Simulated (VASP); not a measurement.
# Zr (Fm-3m) in VASP: single point with LDA

Aim: the single point of Zr with LDA.

Program: VASP 6.6.1. These are calculated values, not measurements. Logs are shortened: lines on timing, memory, paths and dates and some standing lists are left out, and cuts for length are marked.

## (1) The cell of the first run

The structure is cubic, space group Fm-3m (No. 225). The conventional cell has a = 4.510 Å, b = 4.510 Å, c = 4.510 Å, α = 90.00°, β = 90.00°, γ = 90.00°. Zr (site symmetry m-3m) has 12 Zr at 3.19 Å within 4.2 Å.

## (2) Single point, LDA

Contents of INCAR:

```
PREC = Accurate ; ENCUT = 500
EDIFF = 1E-6 ; ISMEAR = 0
SIGMA = 0.1 ; LREAL = False
LASPH = True ; NELM = 120
ALGO = Normal ; ISIF = 2
LWAVE = False ; LCHARG = True
LELF = True ; LVHAR = True
NBANDS = 12 ; GGA_COMPAT = False
```

Contents of KPOINTS:

```
regular mesh
0
Gamma
  8 8 8
```

Contents of POSCAR:

```
Zr
1.0
    0.0000000000      2.2550000000      2.2550000000
    2.2550000000      0.0000000000      2.2550000000
    2.2550000000      2.2550000000      0.0000000000
Zr
1
Direct
    0.0000000000      0.0000000000      0.0000000000
```

Potentials or basis: VASP PAW LDA potentials, release 64 (Zr_sv).

The run is started by

```
$ cat potpaw_LDA.64/Zr_sv/POTCAR > POTCAR
$ mpirun -np 1 vasp_std > vasp.out
```

OUTCAR:

```text
PREC = Accurate
   ENCUT = 500
   EDIFF = 1E-6
   ISMEAR = 0
   LREAL = False
   LASPH = True
   NELM = 120
   ISIF = 2

 ion  position               nearest neighbor table
   1  0.000  0.000  0.000-

  LATTYP: Found a face centered cubic cell.
 ALAT       =     4.5100000000

  Lattice vectors:

 A1 = (   0.0000000000,   2.2550000000,   2.2550000000)
 A2 = (   2.2550000000,   0.0000000000,   2.2550000000)
 A3 = (   2.2550000000,   2.2550000000,   0.0000000000)

Analysis of symmetry for initial positions (statically):
=====================================================================
 Subroutine PRICEL returns:
 Original cell was already a primitive cell.

 Routine SETGRP: Setting up the symmetry group for a
 face centered cubic supercell.

 Subroutine GETGRP returns: Found 48 space group operations
 (whereof 48 operations were pure point group operations)
 out of a pool of 48 trial point group operations.

The static configuration has the point symmetry O_h .

Analysis of symmetry for dynamics (positions and initial velocities):
=====================================================================
 Subroutine PRICEL returns:
 Original cell was already a primitive cell.

 Routine SETGRP: Setting up the symmetry group for a
 face centered cubic supercell.

 Subroutine GETGRP returns: Found 48 space group operations
 (whereof 48 operations were pure point group operations)
 out of a pool of 48 trial point group operations.

The dynamic configuration has the point symmetry O_h .

 Subroutine INISYM returns: Found 48 space group operations
 (whereof 48 operations are pure point group operations),
 and found     1 'primitive' translations

----------------------------------------------------------------------------------------

                                     Primitive cell

  volume of cell :      22.9335

  direct lattice vectors                    reciprocal lattice vectors
     0.000000000  2.255000000  2.255000000    -0.221729490  0.221729490  0.221729490
     2.255000000  0.000000000  2.255000000     0.221729490 -0.221729490  0.221729490
     2.255000000  2.255000000  0.000000000     0.221729490  0.221729490 -0.221729490

  length of vectors
     3.189051583  3.189051583  3.189051583     0.384046742  0.384046742  0.384046742

  position of ions in fractional coordinates (direct lattice)
     0.000000000  0.000000000  0.000000000

  ion indices of the primitive-cell ions
   primitive index   ion index
                 1           1

----------------------------------------------------------------------------------------

 KPOINTS: regular mesh

Automatic generation of k-mesh.
 Grid dimensions read from file:
 generate k-points for:    8    8    8

 Generating k-lattice:

  Cartesian coordinates                     Fractional coordinates (reciprocal lattice)
    -0.027716186  0.027716186  0.027716186     0.125000000  0.000000000  0.000000000
     0.027716186 -0.027716186  0.027716186     0.000000000  0.125000000  0.000000000
     0.027716186  0.027716186 -0.027716186     0.000000000  0.000000000  0.125000000

  Length of vectors
     0.048005843  0.048005843  0.048005843

  Shift w.r.t. Gamma in fractional coordinates (k-lattice)
     0.000000000  0.000000000  0.000000000

 Subroutine IBZKPT returns following result:
 ===========================================

 Found     29 irreducible k-points:

 Following reciprocal coordinates:
            Coordinates               Weight
  0.000000  0.000000  0.000000      1.000000
  0.125000  0.000000  0.000000      8.000000
  0.250000  0.000000  0.000000      8.000000
  0.375000  0.000000  0.000000      8.000000
  0.500000  0.000000  0.000000      4.000000
  0.125000  0.125000  0.000000      6.000000
[... 16 lines left out ...]
  0.500000  0.250000  0.125000     48.000000
 -0.375000  0.250000  0.125000     24.000000
 [... further k-points ...]
   k-points           NKPTS =     29   k-points in BZ     NKDIM =     29   number of bands    NBANDS=     12
   number of dos      NEDOS =    301   number of ions     NIONS =      1
   total plane-waves  NPLWV =  13824
   dimension x,y,z NGX =    24 NGY =   24 NGZ =   24
   dimension x,y,z NGXF=    48 NGYF=   48 NGZF=   48
   ions per type =               1
   NGX,Y,Z   is equivalent  to a cutoff of  12.51, 12.51, 12.51 a.u.
   NGXF,Y,Z  is equivalent  to a cutoff of  25.02, 25.02, 25.02 a.u.
 SYSTEM =  unknown system
   PREC   = accura    normal or accurate (medium, high low for compatibility)
   ISTART =      0    job   : 0-new  1-cont  2-samecut
   ICHARG =      2    charge: 1-file 2-atom 10-const
   ISPIN  =      1    spin polarized calculation?
   LNONCOLLINEAR =      F non collinear calculations
   LSORBIT =      F    spin-orbit coupling
   LASPH  =      T    aspherical Exc in radial PAW
   ENCUT  =  500.0 eV  36.75 Ry    6.06 a.u.   5.81  5.81  5.81*2*pi/ulx,y,z
   NELM   =    120;   NELMIN=  2; NELMDL= -5     # of ELM steps
   EDIFF  = 0.1E-05   stopping-criterion for ELM
   LREAL  =      F    real-space projection
   EDIFFG = 0.1E-04   stopping-criterion for IOM
   NSW    =      0    number of steps for IOM
   IBRION =     -1    ionic relax: 0-MD 1-quasi-New 2-CG
   NFREE  =      0    steps in history (QN), initial steepest desc. (CG)
   ISIF   =      2    stress and relaxation
   ISYM   =      2    0-nonsym 1-usesym 2-fastsym
   POTIM  = 0.5000    time-step for ionic-motion
   TEBEG  =    0.0;   TEEND  =   0.0 temperature during run
   PSTRESS=    0.0 pullay stress
   NELECT =      12.0000    total number of electrons
   NUPDOWN=      -1.0000    fix difference up-down
   EMIN   =  10.00;   EMAX   =-10.00  energy-range for DOS
   EFERMI =   0.00;   METHOD = LEGACY
   ISMEAR =     0;   SIGMA  =   0.10  broadening in eV -4-tet -1-fermi 0-gaus
   EFERMI_NEDOS =   21; number of points for ismear=-14 and -15
   IALGO  =     38    algorithm
   IMIX   =      4    mixing-type and parameters
     AMIX     =   0.40;   BMIX     =  1.00
     AMIX_MAG =   1.60;   BMIX_MAG =  1.00
  volume/ion in A,a.u.               =      22.93       154.76
  Fermi-wavevector in a.u.,A,eV,Ry     =   1.319204  2.492935 23.678216  1.740300
  Thomas-Fermi vector in A             =   2.449119
   LORBIT       =      0    0 simple, 1 ext, 2 COOP (PROOUT), +10 PAW based schemes
   GGA     = CA    functional components
   LHFCALC =     F    Hartree Fock is set to
   AEXX    =    0.0000 exact exchange contribution
   IVDW    =     0    specifies the selected vdW correction
   LEPSILON=     F    determine dielectric tensor
   LRPA    =     F    only Hartree local field effects (RPA)
 non-spin polarized calculation
 Gauss-broadening in eV      SIGMA  =   0.10
  energy-cutoff  :      500.00
  volume of cell :       22.93
 maximum number of plane-waves:       604
   NGX = 11   NGY = 11   NGZ = 11

 number of electron      12.0000000 magnetization

 Free energy of the ion-electron system (eV)
  ---------------------------------------------------
  ext. energy  EPLUGINS =         0.00000000
  ---------------------------------------------------
  free energy    TOTEN  =        -9.24863475 eV

  energy without entropy =       -9.23888728  energy(sigma->0) =       -9.24376102

 E-fermi :   8.8447     XC(G=0): -11.3612

 val. band max:        8.8224167807   @ k =   0.5000   0.1250   0.0000
 cond. band min:       8.8685505854   @ k =   0.2500   0.0000   0.0000
 fundamental gap:      0.0461338047
 Fermi energy:         8.8446795901

 k-point     1 :       0.0000    0.0000    0.0000
  band No.  band energies     occupation
      1     -39.5359      2.00000
      2     -17.1668      2.00000
      3     -17.1668      2.00000
      4     -17.1668      2.00000
      5       3.3034      2.00000
      6       9.8136      0.00000
      7       9.8136      0.00000
      8       9.8136      0.00000
      9      12.2535      0.00000
     10      12.2535      0.00000
     11      19.4522      0.00000
     12      23.6138      0.00000

 k-point     2 :       0.1250    0.0000    0.0000
  band No.  band energies     occupation
      1     -39.5137      2.00000
      2     -17.3263      2.00000
      3     -17.1865      2.00000
      4     -17.1865      2.00000
      5       3.8008      2.00000
      6       9.4042      0.00000
      7      10.0257      0.00000
      8      10.0257      0.00000
      9      12.0653      0.00000
     10      12.0653      0.00000
     11      20.4330      0.00000
     12      22.0876      0.00000

 k-point     3 :       0.2500    0.0000    0.0000
  band No.  band energies     occupation
      1     -39.4598      2.00000
      2     -17.6975      2.00000
      3     -17.2337      2.00000
      4     -17.2337      2.00000
      5       4.9706      2.00000
      6       8.8686      0.73567
      7      10.1395      0.00000
      8      10.1395      0.00000
      9      12.2790      0.00000
     10      12.2790      0.00000
     11      19.8448      0.00000
     12      22.6446      0.00000
[... 286 lines left out ...]
 k-point    23 :       0.5000    0.2500    0.1250
  band No.  band energies     occupation
      1     -39.3754      2.00000
      2     -17.9719      2.00000
      3     -17.5376      2.00000
      4     -17.3543      2.00000
      5       6.8530      2.00000
      6       8.1921      2.00000
      7       8.8157      1.31848
      8      10.9803      0.00000
      9      12.9004      0.00000
     10      15.1952      0.00000
     11      19.3154      0.00000
     12      22.1482      0.00000

 k-point    24 :      -0.3750    0.2500    0.1250
  band No.  band energies     occupation
      1     -39.3570      2.00000
      2     -18.0524      2.00000
      3     -17.5730      2.00000
      4     -17.3856      2.00000
      5       7.0423      2.00000
      6       8.0374      2.00000
      7       9.2750      0.00000
      8      10.7376      0.00000
      9      13.7155      0.00000
     10      15.9751      0.00000
     11      17.6590      0.00000
     12      21.7455      0.00000

 [... further k-points ...]
[... 5 lines left out ...]
  --------------------------------------------------------------------------------------
  -------------------------------------------------------------------------------------
  Total       -0.8494629     -0.8494629     -0.8494629     -0.0000000      0.0000000     -0.0000000
  in kB      -59.3451709    -59.3451709    -59.3451709     -0.0000000      0.0000000     -0.0000000
  external PRESSURE =     -59.3451709 kB  Pullay stress =       0.0000000 kB

 VOLUME and BASIS-vectors are now :
 -----------------------------------------------------------------------------
  energy-cutoff  :      500.00
  volume of cell :       22.93
      direct lattice vectors                 reciprocal lattice vectors
     0.000000000  2.255000000  2.255000000    -0.221729490  0.221729490  0.221729490
     2.255000000  0.000000000  2.255000000     0.221729490 -0.221729490  0.221729490
     2.255000000  2.255000000  0.000000000     0.221729490  0.221729490 -0.221729490

 POSITION                                       TOTAL-FORCE (eV/Angst)
 -----------------------------------------------------------------------------------
      0.00000      0.00000      0.00000         0.000000      0.000000      0.000000
 -----------------------------------------------------------------------------------
    total drift:                               -0.000000      0.000000      0.000000

  FREE ENERGIE OF THE ION-ELECTRON SYSTEM (eV)
  ---------------------------------------------------
  free  energy   TOTEN  =        -9.2486347485 eV

  energy  without entropy=       -9.2388872844  energy(sigma->0) =       -9.24376102
```

It used 9.2 s of CPU time on 1 thread of AMD EPYC 7R13 Processor (Zen 3), on a shared host.

Results:

| Quantity | Value |
| --- | --- |
| Free energy | -9.2486 eV |
| Pressure | -5.9 GPa |
| Band gap on the k mesh | zero (band 6 reaches 9.81 eV, above the bottom of band 7 at 8.48 eV) |
